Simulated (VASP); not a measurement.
# VPbF3 (P4mm) in VASP: single point with r2SCAN+U

Aim: the single point of VPbF3 with r2SCAN+U.

Everything below comes from runs of VASP 6.6.1. Logs are shortened: lines on timing, memory, paths and dates and some standing lists are left out, and cuts for length are marked.

### Step 1. The cell of the first run

Symmetry: P4mm, No. 99, tetragonal system. The conventional cell has a = 3.757 Å, b = 3.757 Å, c = 5.318 Å, α = 90.00°, β = 90.00°, γ = 90.00°. Pb (site symmetry 4mm) has 8 F at 2.67 to 2.78 Å and 4 V at 3.51 Å within 3.6 Å. Within 2.6 Å of V (site symmetry 4mm) lie 5 F at 1.99 to 2.11 Å. Within 2.7 Å of F (site symmetry 4mm) lie 1 V at 1.99 Å and 4 Pb at 2.67 Å. Within 2.8 Å of F (site symmetry 2mm) lie 2 V at 2.11 Å and 4 F at 2.66 Å and 2 Pb at 2.78 Å.

### Step 2. Single point, r2SCAN+U

Input file POSCAR:

```
VPbF3
1.0
    3.7572796018      0.0000000000      0.0000000000
    0.0000000000      3.7572796018      0.0000000000
    0.0000000000      0.0000000000      5.3182327818
Pb V F
1 1 3
Direct
    0.0000000000      0.0000000000      0.0873547058
    0.5000000000      0.5000000000      0.5196180145
    0.5000000000      0.5000000000      0.1455044535
    0.5000000000      0.0000000000      0.7011614131
    0.0000000000      0.5000000000      0.7011614131
```

Input file INCAR.step1:

```
SYSTEM = VPbF3
  ALGO = Normal
  EDIFF = 1E-5
  ENCUT = 660
  GGA = PE
  GGA_COMPAT = .FALSE.
  ISMEAR = -1
  LASPH = .TRUE.
  LCHARG = .FALSE.
  LDAU = .TRUE.
  LDAUJ = 0 0 0
  LDAUL = -1 2 -1
  LDAUTYPE = 2
  LDAUU = 0 3.77 0
  LMAXMIX = 4
  LREAL = .FALSE.
  LWAVE = .TRUE.
  NBANDS = 32
  NELM = 200
  PREC = Accurate
  SIGMA = 0.1
```

Input file INCAR.step2:

```
SYSTEM = VPbF3
  ALGO = Normal
  EDIFF = 1E-6
  ENCUT = 660
  GGA_COMPAT = .FALSE.
  ISIF = 2
  ISMEAR = -1
  ISTART = 1
  LASPH = .TRUE.
  LCHARG = .FALSE.
  LDAU = .TRUE.
  LDAUJ = 0 0 0
  LDAUL = -1 2 -1
  LDAUPRINT = 1
  LDAUTYPE = 2
  LDAUU = 0 3.77 0
  LMAXMIX = 4
  LMIXTAU = .TRUE.
  LREAL = .FALSE.
  LWAVE = .FALSE.
  METAGGA = R2SCAN
  NBANDS = 32
  NELM = 200
  PREC = Accurate
  SIGMA = 0.1
```

Input file KPOINTS:

```
k-points
0
G
  8 8 7
  0 0 0
```

Potentials or basis: VASP PAW PBE potentials, release 64 (Pb_d, V_sv, F).

Started as:

```console
cat potpaw_PBE.64/Pb_d/POTCAR potpaw_PBE.64/V_sv/POTCAR potpaw_PBE.64/F/POTCAR > POTCAR
cp INCAR.step1 INCAR
mpirun -np 1 vasp_std > vasp.out
cp INCAR.step2 INCAR
mpirun -np 1 vasp_std > vasp.out
```

OUTCAR:

```text
SYSTEM = VPbF3
   EDIFF = 1E-6
   ENCUT = 660
   ISIF = 2
   ISMEAR = -1
   ISTART = 1
   LASPH = .TRUE.
   LREAL = .FALSE.
   METAGGA = R2SCAN
   NELM = 200
   PREC = Accurate

 ion  position               nearest neighbor table
   1  0.000  0.000  0.087-   3 2.67   3 2.67   3 2.67   3 2.67   5 2.78   5 2.78   4 2.78   4 2.78
                             2 3.51   2 3.51   2 3.51   2 3.51
   2  0.500  0.500  0.520-   3 1.99   4 2.11   5 2.11   4 2.11   5 2.11   1 3.51   1 3.51   1 3.51
                             1 3.51
   3  0.500  0.500  0.146-   2 1.99   1 2.67   1 2.67   1 2.67   1 2.67
   4  0.500  0.000  0.701-   2 2.11   2 2.11   1 2.78   1 2.78
   5  0.000  0.500  0.701-   2 2.11   2 2.11   1 2.78   1 2.78

  LATTYP: Found a simple tetragonal cell.
 ALAT       =     3.7572796018
 C/A-ratio  =     1.4154477030

  Lattice vectors:

 A1 = (   3.7572796018,   0.0000000000,   0.0000000000)
 A2 = (   0.0000000000,   3.7572796018,   0.0000000000)
 A3 = (   0.0000000000,   0.0000000000,   5.3182327818)

Analysis of symmetry for initial positions (statically):
=====================================================================
 Subroutine PRICEL returns:
 Original cell was already a primitive cell.

 Routine SETGRP: Setting up the symmetry group for a
 simple tetragonal supercell.

 Subroutine GETGRP returns: Found  8 space group operations
 (whereof  8 operations were pure point group operations)
 out of a pool of 16 trial point group operations.

The static configuration has the point symmetry C_4v.

Analysis of symmetry for dynamics (positions and initial velocities):
=====================================================================
 Subroutine PRICEL returns:
 Original cell was already a primitive cell.

 Routine SETGRP: Setting up the symmetry group for a
 simple tetragonal supercell.

 Subroutine GETGRP returns: Found  8 space group operations
 (whereof  8 operations were pure point group operations)
 out of a pool of 16 trial point group operations.

The dynamic configuration has the point symmetry C_4v.

 Subroutine INISYM returns: Found  8 space group operations
 (whereof  8 operations are pure point group operations),
 and found     1 'primitive' translations

----------------------------------------------------------------------------------------

                                     Primitive cell

  volume of cell :      75.0783

  direct lattice vectors                    reciprocal lattice vectors
     3.757279602  0.000000000  0.000000000     0.266150009  0.000000000  0.000000000
     0.000000000  3.757279602  0.000000000     0.000000000  0.266150009  0.000000000
     0.000000000  0.000000000  5.318232782     0.000000000  0.000000000  0.188032386

  length of vectors
     3.757279602  3.757279602  5.318232782     0.266150009  0.266150009  0.188032386

  position of ions in fractional coordinates (direct lattice)
     0.000000000  0.000000000  0.087354706
     0.500000000  0.500000000  0.519618014
     0.500000000  0.500000000  0.145504454
     0.500000000  0.000000000  0.701161413
     0.000000000  0.500000000  0.701161413

  ion indices of the primitive-cell ions
   primitive index   ion index
                 1           1
                 2           2
                 3           3
                 4           4
                 5           5

[... 55 lines left out ...]
   total plane-waves  NPLWV =  49152
   dimension x,y,z NGX =    32 NGY =   32 NGZ =   48
   dimension x,y,z NGXF=    64 NGYF=   64 NGZF=   96
   ions per type =               1   1   3
   NGX,Y,Z   is equivalent  to a cutoff of  14.16, 14.16, 15.00 a.u.
   NGXF,Y,Z  is equivalent  to a cutoff of  28.32, 28.32, 30.01 a.u.
 SYSTEM =  VPbF3
   PREC   = accura    normal or accurate (medium, high low for compatibility)
   ISTART =      1    job   : 0-new  1-cont  2-samecut
   ICHARG =      0    charge: 1-file 2-atom 10-const
   ISPIN  =      1    spin polarized calculation?
   LNONCOLLINEAR =      F non collinear calculations
   LSORBIT =      F    spin-orbit coupling
   LASPH  =      T    aspherical Exc in radial PAW
   ENCUT  =  660.0 eV  48.51 Ry    6.96 a.u.   7.87  7.87 11.14*2*pi/ulx,y,z
   NELM   =    200;   NELMIN=  2; NELMDL=  0     # of ELM steps
   EDIFF  = 0.1E-05   stopping-criterion for ELM
   LREAL  =      F    real-space projection
   EDIFFG = 0.1E-04   stopping-criterion for IOM
   NSW    =      0    number of steps for IOM
   IBRION =     -1    ionic relax: 0-MD 1-quasi-New 2-CG
   NFREE  =      0    steps in history (QN), initial steepest desc. (CG)
   ISIF   =      2    stress and relaxation
   ISYM   =      2    0-nonsym 1-usesym 2-fastsym
   POTIM  = 0.5000    time-step for ionic-motion
   TEBEG  =    0.0;   TEEND  =   0.0 temperature during run
   PSTRESS=    0.0 pullay stress
   NELECT =      48.0000    total number of electrons
   NUPDOWN=      -1.0000    fix difference up-down
   EMIN   =  10.00;   EMAX   =-10.00  energy-range for DOS
   EFERMI =   0.00;   METHOD = LEGACY
   ISMEAR =    -1;   SIGMA  =   0.10  broadening in eV -4-tet -1-fermi 0-gaus
   EFERMI_NEDOS =   21; number of points for ismear=-14 and -15
   IALGO  =     38    algorithm
   IMIX   =      4    mixing-type and parameters
     AMIX     =   0.40;   BMIX     =  1.00
     AMIX_MAG =   1.60;   BMIX_MAG =  1.00
  volume/ion in A,a.u.               =      15.02       101.33
  Fermi-wavevector in a.u.,A,eV,Ry     =   1.410318  2.665115 27.061954  1.988998
  Thomas-Fermi vector in A             =   2.532284
   LORBIT       =      0    0 simple, 1 ext, 2 COOP (PROOUT), +10 PAW based schemes
 LDA+U is selected, type is set to LDAUTYPE =  2
   angular momentum for each species LDAUL =    -1    2   -1
   U (eV)           for each species LDAUU =   0.0  3.8  0.0
   J (eV)           for each species LDAUJ =   0.0  0.0  0.0
   METAGGA = R2SCAN    functional components
   LHFCALC =     F    Hartree Fock is set to
   AEXX    =    0.0000 exact exchange contribution
   IVDW    =     0    specifies the selected vdW correction
   LEPSILON=     F    determine dielectric tensor
   LRPA    =     F    only Hartree local field effects (RPA)
 non-spin polarized calculation
  energy-cutoff  :      660.00
  volume of cell :       75.08
 maximum number of plane-waves:      2912
 NGX is ok and might be reduce to    32
   NGX = 15   NGY = 15   NGZ = 23

atom =   2  type =  2  l = 2

 onsite density matrix

spin component  1

  0.8856  0.0000  0.0000  0.0000 -0.0000
  0.0000  0.1906 -0.0000  0.0000  0.0000
  0.0000 -0.0000  0.1099  0.0000  0.0000
  0.0000  0.0000  0.0000  0.1906 -0.0000
 -0.0000  0.0000  0.0000 -0.0000  0.0639

spin component  2

  0.8856  0.0000  0.0000  0.0000 -0.0000
  0.0000  0.1906 -0.0000  0.0000  0.0000
  0.0000 -0.0000  0.1099  0.0000  0.0000
  0.0000  0.0000  0.0000  0.1906 -0.0000
 -0.0000  0.0000  0.0000 -0.0000  0.0639

 occupancies and eigenvectors

  o =  0.0639  v =  0.0000  0.0000  0.0000  0.0000 -1.0000  0.0000  0.0000  0.0000  0.0000  0.0000      0.0000  0.0000  0.0000  0.0000  0.0000  0.0000  0.0000  0.0000  0.0000  0.0000
  o =  0.0639  v =  0.0000  0.0000  0.0000  0.0000  0.0000  0.0000  0.0000  0.0000  0.0000 -1.0000      0.0000  0.0000  0.0000  0.0000  0.0000  0.0000  0.0000  0.0000  0.0000  0.0000
  o =  0.1099  v =  0.0000  0.0000  1.0000 -0.0000  0.0000  0.0000  0.0000  0.0000  0.0000  0.0000      0.0000  0.0000  0.0000  0.0000  0.0000  0.0000  0.0000  0.0000  0.0000  0.0000
  o =  0.1099  v =  0.0000  0.0000  0.0000  0.0000  0.0000  0.0000  0.0000  1.0000 -0.0000  0.0000      0.0000  0.0000  0.0000  0.0000  0.0000  0.0000  0.0000  0.0000  0.0000  0.0000
  o =  0.1906  v =  0.0000  0.0000  0.0000  0.0000  0.0000  0.0000  0.9079 -0.0000  0.4192  0.0000      0.0000  0.0000  0.0000  0.0000  0.0000  0.0000  0.0000  0.0000  0.0000  0.0000
  o =  0.1906  v =  0.0000  0.9079 -0.0000  0.4192  0.0000  0.0000  0.0000  0.0000  0.0000  0.0000      0.0000  0.0000  0.0000  0.0000  0.0000  0.0000  0.0000  0.0000  0.0000  0.0000
  o =  0.1906  v =  0.0000  0.0000  0.0000  0.0000  0.0000  0.0000  0.4192 -0.0000 -0.9079 -0.0000      0.0000  0.0000  0.0000  0.0000  0.0000  0.0000  0.0000  0.0000  0.0000  0.0000
  o =  0.1906  v =  0.0000  0.4192 -0.0000 -0.9079 -0.0000  0.0000  0.0000  0.0000  0.0000  0.0000      0.0000  0.0000  0.0000  0.0000  0.0000  0.0000  0.0000  0.0000  0.0000  0.0000
  o =  0.8856  v =  1.0000  0.0000  0.0000  0.0000  0.0000  0.0000  0.0000  0.0000  0.0000  0.0000      0.0000  0.0000  0.0000  0.0000  0.0000  0.0000  0.0000  0.0000  0.0000  0.0000
  o =  0.8856  v =  0.0000  0.0000  0.0000  0.0000  0.0000  1.0000  0.0000  0.0000  0.0000  0.0000      0.0000  0.0000  0.0000  0.0000  0.0000  0.0000  0.0000  0.0000  0.0000  0.0000

 number of electron      48.0000023 magnetization

 Free energy of the ion-electron system (eV)
  ---------------------------------------------------
  ext. energy  EPLUGINS =         0.00000000
  ---------------------------------------------------
  free energy    TOTEN  =       -86.00789583 eV

  energy without entropy =      -85.89347780  energy(sigma->0) =      -85.95068682

 E-fermi :   6.3108     XC(G=0): -10.9762

 val. band max:        6.3105960318   @ k =   0.3750   0.3750   0.1429
 cond. band min:       6.3250882075   @ k =   0.2500   0.0000   0.1429
 fundamental gap:      0.0144921757
 Fermi energy:         6.3108113066

 k-point     1 :       0.0000    0.0000    0.0000
  band No.  band energies     occupation
      1     -62.0076      2.00000
      2     -35.7432      2.00000
      3     -34.2416      2.00000
      4     -34.2415      2.00000
      5     -21.1647      2.00000
      6     -20.3740      2.00000
[... 829 lines left out ...]
     31      12.6523      0.00000
     32      14.0972      0.00000

 [... further k-points ...]

------------------------ aborting loop because EDIFF is reached ----------------------------------------

  FORCE on cell =-STRESS in cart. coord.  units (eV):
  Direction    XX          YY          ZZ          XY          YZ          ZX
  --------------------------------------------------------------------------------------
  -------------------------------------------------------------------------------------
  Total       -0.3284356     -0.3284356      0.0945691      0.0000000      0.0000000     -0.0000000
  in kB       -7.0088453     -7.0088453      2.0181130      0.0000000      0.0000000     -0.0000000
  external PRESSURE =      -3.9998592 kB  Pullay stress =       0.0000000 kB

 VOLUME and BASIS-vectors are now :
 -----------------------------------------------------------------------------
  energy-cutoff  :      660.00
  volume of cell :       75.08
      direct lattice vectors                 reciprocal lattice vectors
     3.757279602  0.000000000  0.000000000     0.266150009  0.000000000  0.000000000
     0.000000000  3.757279602  0.000000000     0.000000000  0.266150009  0.000000000
     0.000000000  0.000000000  5.318232782     0.000000000  0.000000000  0.188032386

 POSITION                                       TOTAL-FORCE (eV/Angst)
 -----------------------------------------------------------------------------------
      0.00000      0.00000      0.46457        -0.000000     -0.000000      0.101051
      1.87864      1.87864      2.76345         0.000000      0.000000     -0.061260
      1.87864      1.87864      0.77383        -0.000000      0.000000      0.050431
      1.87864      0.00000      3.72894        -0.000000     -0.000000     -0.045111
      0.00000      1.87864      3.72894        -0.000000     -0.000000     -0.045111
 -----------------------------------------------------------------------------------
    total drift:                                0.000000     -0.000000     -0.003717

  FREE ENERGIE OF THE ION-ELECTRON SYSTEM (eV)
  ---------------------------------------------------
  free  energy   TOTEN  =       -86.0078958323 eV

  energy  without entropy=      -85.8934777998  energy(sigma->0) =      -85.95068682
```

Wall time 20 min (1 thread of Oxide Virtual Turin-like, shared host); peak memory 0.32 GiB.

What came out:

```yaml
Free_energy: -86.0079 eV
Pressure: -0.4 GPa
Largest_force: 0.101 eV/Å
Band_gap_on_the_k_mesh: zero (bands 24 and 25 overlap by 1.15 eV)
```

Forces on the atoms (eV/Å):
```
Pb   0.000  0.000  0.101
V    0.000  0.000 -0.061
F    0.000  0.000  0.050
F    0.000  0.000 -0.045
F    0.000  0.000 -0.045
```

Levels at points of the mesh, in eV from the Fermi level:
| k point | band 21 | band 22 | band 23 | band 24 | band 25 | band 26 | band 27 | band 28 |
| --- | --- | --- | --- | --- | --- | --- | --- | --- |
| (0.00, 0.00, 0.00) | -5.75 | -5.75 | -1.81 | 0.69 | 1.16 | 1.16 | 1.66 | 2.64 |
| (0.50, 0.00, 0.00) | -6.57 | -5.12 | -1.55 | -1.21 | -0.26 | 0.94 | 1.23 | 2.19 |
| (0.50, 0.50, 0.00) | -6.44 | -5.14 | -1.89 | 0.04 | 0.04 | 0.74 | 1.43 | 1.43 |

Eigenvalues of the final occupation matrices:
```
    site  spin  trace               eigenvalues
site 2 d     1   1.44  0.06 0.11 0.19 0.19 0.89
site 2 d     2   1.44  0.06 0.11 0.19 0.19 0.89
```

Caveat: the PAW data sets were made with another functional, which shifts forces and pressure a little; spin-orbit coupling is left out, which moves the levels of the heavy elements; the run has no spin polarisation, though such a crystal can be magnetic; U without spin polarisation on a metal has little footing.
